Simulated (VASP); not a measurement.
Here is a VASP 6.6.1 calculation.

File INCAR:

```
SYSTEM = Mo
  ALGO = Normal
  EDIFF = 1E-7
  ENCUT = 520
  GGA = PE
  ISIF = 2
  ISMEAR = 1
  LASPH = .True.
  LCHARG = .True.
  LELF = .True.
  LREAL = .False.
  LVHAR = .True.
  LWAVE = .False.
  NBANDS = 13
  NELM = 60
  PREC = Accurate
  SIGMA = 0.05
```

KPOINTS

```
k-points
0
Gamma
  15 15 15
  0 0 0
```

File POSCAR:

```
Mo
1.0
    2.7382034404     -0.0000000152     -0.0000000263
   -0.9127344658      2.5816029663     -0.0000000263
   -0.9127344658     -1.2908014453      2.2357337732
Mo
1
Direct
    0.0000000000      0.0000000000      0.0000000000
```

Potentials or basis: VASP PAW PBE potentials, release 64 (Mo_sv).

Launch:

```sh
$ cat potpaw_PBE.64/Mo_sv/POTCAR > POTCAR
$ mpirun -np 1 vasp_std > vasp.out
```

Task: Estimate the pressure.

Result: 0.5 GPa.

Task: Estimate the band gap on the k mesh.

Result: Zero (band 7 reaches 16.04 eV, above the bottom of band 8 at 11.07 eV).
